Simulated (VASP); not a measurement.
The system is TiTe2.

```
Ti Te
1.0
     3.02557    0.00000    0.00000
     0.00000    3.02557    0.00000
     0.00000    0.00000    9.30163
Ti Te
1 2
Direct
  0.00000 0.00000 0.00000
  0.00000 0.00000 0.29431
  0.00000 0.00000 0.70569
```

Base run:

```yaml
Program: VASP 6.6.1
Functional: LDA
Potentials_or_basis: VASP PAW LDA potentials, release 64 (Ti_sv, Te)
Cutoff: 520 eV
k_mesh: 9 × 9 × 3
Occupations: fermi-dirac, width 0.05 eV
Spin: no spin polarisation
Hubbard_terms: Ti d U = 5.0 eV
```

Its results: band gap on the k mesh zero (band 12 reaches 8.46 eV, above the bottom of band 13 at 6.12 eV); pressure 1.3 GPa; largest force 0.015 eV/Å.

The run is repeated on the same cell with these changes: hubbard terms from Ti d U = 5.0 eV to Ti d U = 2.0 eV. What comes out?

Band gap on the k mesh zero (band 12 reaches 7.96 eV, above the bottom of band 13 at 5.90 eV); pressure -0.4 GPa; largest force 0.118 eV/Å.

Caveats: spin-orbit coupling is left out, which moves the levels of the heavy elements; U without spin polarisation on a metal has little footing; the U is typed as a test and isn't derived for this compound.
